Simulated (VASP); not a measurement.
A run of VASP 6.6.1 is set up as follows.

File INCAR:

```
PREC = Accurate
ENCUT = 600
EDIFF = 1E-7
ISMEAR = 0
SIGMA = 0.1
LREAL = F
LASPH = T
NELM = 200
ALGO = Normal
ISIF = 3
LWAVE = F
LCHARG = F
ISPIN = 2
MAGMOM = 3.22 0.32
LORBIT = 11
LMAXMIX = 4
GGA = PE
IBRION = 2
NSW = 100
EDIFFG = -0.01
GGA_COMPAT = F
NELMIN = 4
KPAR = 4
```

File KPOINTS:

```
regular mesh
0
Gamma
  24 24 12
```

POSCAR

```
FePt
1.0
    2.7158450018      0.0000000000      0.0000000000
   -1.3579225009      2.3519907643      0.0000000000
    0.0000000000      0.0000000000      4.4016724032
Fe Pt
1 1
Direct
    0.3333333333      0.6666666667      0.5000000000
    0.6666666667      0.3333333333      0.0000000000
```

Potentials or basis: VASP PAW PBE potentials, release 64 (Fe, Pt).

The run is started by

```bash
$ cat potpaw_PBE.64/Fe/POTCAR potpaw_PBE.64/Pt/POTCAR > POTCAR
$ mpirun -np 4 vasp_std > vasp.out
```

**Question.** Predict the relaxed cell.

**Answer.** a = 2.728 Å, b = 2.728 Å, c = 4.368 Å, α = 90.00°, β = 90.00°, γ = 120.00°.

**Question.** Estimate the site moments.

**Answer.** Fe +2.88; Pt +0.27 μB.

**Question.** What does it give for the net moment?

**Answer.** 3.15 μB per cell.

Step by step:
| step | energy change (eV) | largest force (eV/Å) | pressure (GPa) | volume (Å³) |
| --- | --- | --- | --- | --- |
| 1 | 0.0000 | 0.0000 | 0.33 | 28.12 |
| 2 | -0.0018 | 0.0000 | -0.61 | 28.23 |
| 3 | -0.0019 | 0.0000 | -0.52 | 28.22 |
| 4 | -0.0018 | 0.0000 | 0.68 | 28.05 |
| 5 | -0.0020 | 0.0000 | 0.01 | 28.15 |
